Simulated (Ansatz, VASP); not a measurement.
## Ca2MgAs2 in VASP and in Ansatz

The input INCAR:

```
PREC = Accurate
ENCUT = 600
EDIFF = 1E-6
ISMEAR = 0
SIGMA = 0.1
LREAL = False
LASPH = True
NELM = 100
ALGO = Normal
ISIF = 3
LWAVE = False
LCHARG = False
GGA = PE
IBRION = 2
NSW = 100
EDIFFG = -0.01
```

The input KPOINTS:

```
Automatic mesh
0
Gamma
  10 10 4
```

The input POSCAR:

```
Ca2MgAs2
1.0
    3.5839842660      0.0000000000      0.0000000000
    0.0000000000      3.5839842660      0.0000000000
    0.0000000000      0.0000000000     10.5919003434
Ca Mg As
2 1 2
Direct
    0.0000000000      0.0000000000      0.8128052504
    0.0000000000      0.0000000000      0.1871947496
    0.0000000000      0.0000000000      0.5000000000
    0.5000000000      0.5000000000      0.3417091834
    0.5000000000      0.5000000000      0.6582908166
```

Input for Ansatz:

```yaml
crystal:
  lattice:
    - [3.583984266, 0.0, 0.0]
    - [0.0, 3.583984266, 0.0]
    - [0.0, 0.0, 10.5919003434]
  atoms:
    - { symbol: Ca, position: [0.0, 0.0, 0.8128052504] }
    - { symbol: Ca, position: [0.0, 0.0, 0.1871947496] }
    - { symbol: Mg, position: [0.0, 0.0, 0.5] }
    - { symbol: As, position: [0.5, 0.5, 0.3417091834] }
    - { symbol: As, position: [0.5, 0.5, 0.6582908166] }
basis:
  ecutwfc: 420
kpoints:
  mp_grid: { grid: [10, 10, 4] }
hamiltonian:
  xc: pbe
scf:
  occupations: { method: gaussian, width: 0.1 }
output:
  forces: true
  stress: true
  eigenvalues: true
relax:
  adjacent_minimum: "off"
  f_tol: 0.01
  max_steps: 80
  cell: { stress_tol: 0.05 }
```

Alike in both runs: task relaxation of cell and atoms; functional PBE; k mesh 10 × 10 × 4; occupations gaussian, width 0.1 eV; no spin polarisation.

|  | VASP | Ansatz |
| --- | --- | --- |
| version | VASP 6.6.1 | Ansatz 0.2.0 |
| potentials or method | VASP PAW PBE potentials, release 64 (Ca_sv, Mg, As), cutoff 600 eV | scalar-relativistic, plane waves, PAW |
| valence electrons in the cell | 32 | 60 |

|  | VASP | Ansatz | Ansatz less VASP |
| --- | --- | --- | --- |
| gap on the k mesh at the Fermi level, each at its own relaxed structure (eV) | none | none | - |
| relaxed volume (Å³/atom) | 27.39 | 27.36 | -0.035 |
| relaxed cell length with the largest relative difference (Å) | 3.604 | 3.603 | -0.0019 |

A gap of «none» marks a metal or a gap that the smearing closes. VASP's potentials hold 32 valence electrons a cell and Ansatz's 60, so a difference there can come from the potentials and not from the codes.
